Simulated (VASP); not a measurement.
O2, 2 atoms in the cell. The cell holds a molecule in a box, 2 atoms: a = 9.000 Å, b = 9.500 Å, c = 10.000 Å, α = 90.00°, β = 90.00°, γ = 90.00°. 

| Quantity | Value |
| --- | --- |
| Program | VASP 6.6.1 |
| Task | single point |
| Functional | PBE |
| Potentials or basis | VASP PAW PBE potentials, release 64 (O) |
| Cutoff | 520 eV |
| k mesh | 1 × 1 × 1 |
| Occupations | methfessel-paxton, width 0.02 eV |
| Spin | collinear spin, ferromagnetic start |
| Starting moments | [1.0, 1.0] μB |
| Dipole correction | no |
| Further INCAR settings | ALGO = Normal; EDIFF = 1e-06; NBANDS = 17 |

Potentials or basis: VASP PAW PBE potentials, release 64 (O).

Launch:

```console
$ cat potpaw_PBE.64/O/POTCAR > POTCAR
$ mpirun -np 1 vasp_gam > vasp.out
```

Hardware: 1 thread of Intel Xeon 8259CL (shared host).

Estimate the wall time of this run.

It took 4.2 min on 1 thread of Intel Xeon 8259CL, on a shared host, peak memory 1 GiB. Counts: scf iterations 23, k points 1.
